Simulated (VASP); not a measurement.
Write the native input for VASP 6.6.1 that does the following.

| Property | Result |
| --- | --- |
| Task | relaxation of cell and atoms |
| Functional | PBE |
| Dispersion | D3(BJ) |
| Potentials or basis | VASP PAW PBE potentials, release 64 (Ca_sv, O) |
| Cutoff | 600 eV |
| k mesh | 8 × 8 × 8 |
| Occupations | gaussian, width 0.02 eV |
| Spin | no spin polarisation |
| Dipole correction | no |
| Further INCAR settings | ALGO = Normal; EDIFF = 1e-07; IBRION = 2; EDIFFG = -0.002; NSW = 100; ISIF = 3 |

The structure of CaO lies in POSCAR:

```
CaO
1.0
    0.0000000000      2.4535000000      2.4535000000
    2.4535000000      0.0000000000      2.4535000000
    2.4535000000      2.4535000000      0.0000000000
Ca O
1 1
Direct
    0.0000000000      0.0000000000      0.0000000000
    0.5000000000      0.5000000000      0.5000000000
```

One way to write it, as run:

INCAR

```
SYSTEM = CaO
  PREC = Accurate
  ENCUT = 600
  EDIFF = 1E-7
  ISMEAR = 0
  SIGMA = 0.02
  LREAL = .FALSE.
  LASPH = .TRUE.
  NELM = 120
  ALGO = Normal
  ISIF = 3
  LWAVE = .FALSE.
  LCHARG = .FALSE.
  GGA = PE
  IVDW = 12
  IBRION = 2
  NSW = 100
  EDIFFG = -0.002
  GGA_COMPAT = .FALSE.
  NELMIN = 4
```

KPOINTS

```
Automatic mesh
0
G
  8 8 8
  0 0 0
```

Potentials or basis: VASP PAW PBE potentials, release 64 (Ca_sv, O).

Launch:

```console
$ cat potpaw_PBE.64/Ca_sv/POTCAR potpaw_PBE.64/O/POTCAR > POTCAR
$ mpirun -np 1 vasp_std > vasp.out
```

It gave:

```
Relaxed volume                        : 13.74 Å³/atom
Relaxed cell                          : a = 3.387 Å, b = 3.387 Å, c = 3.387 Å, α = 60.00°, β = 60.00°, γ = 60.00°
Space group after relaxing (to 0.1 Å) : Fm-3m (No. 225)
Energy gained by relaxing             : 23.8 meV/atom
Ionic steps                           : 3
Pressure after relaxing               : 0.0 GPa
Band gap on the k mesh                : 3.63 eV (least direct gap 4.01 eV)
Dispersion energy per atom            : -0.275 eV
```

Run time: 19 s on 1 thread of Intel(R) Xeon(R) 6975P-C (Granite Rapids) (shared host), peak memory 0.18 GiB.
